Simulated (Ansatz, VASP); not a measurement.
# Yb2BiN2: VASP beside Ansatz

```
N Yb Bi
1.0
     0.00000    3.91459    0.00000
     3.91459    0.00000    0.00000
     1.95729    1.95729   -6.25067
N Yb Bi
2 2 1
Direct
  0.25000 0.75000 0.50000
  0.75000 0.25000 0.50000
  0.34400 0.34400 0.31200
  0.65600 0.65600 0.68800
  0.00000 0.00000 0.00000
```

Alike in both runs: task single point; functional PBE; k mesh 6 × 6 × 6; no spin polarisation.

|  | VASP | Ansatz |
| --- | --- | --- |
| version | VASP 6.6.1 | Ansatz 0.2.0 |
| potentials or method | VASP PAW PBE potentials, release 64 (N, Yb, Bi_d), cutoff 520 eV | PAW plane waves |
| occupations | fermi-dirac, width 0.1 eV | fermi-dirac |
| valence electrons in the cell | 73 | 73 |

```csv
,VASP,Ansatz,Ansatz less VASP
pressure (GPa),-1.9,-2.3,-0.45
"traceless stress, the component that is largest in VASP (GPa)",-1.08,-1.01,+0.071
rms of the force components (eV/Å),0.713,0.740,+0.0269
```

Atom by atom the forces differ by 0.027 eV/Å (rms over components).

Neither program's run includes spin-orbit coupling.
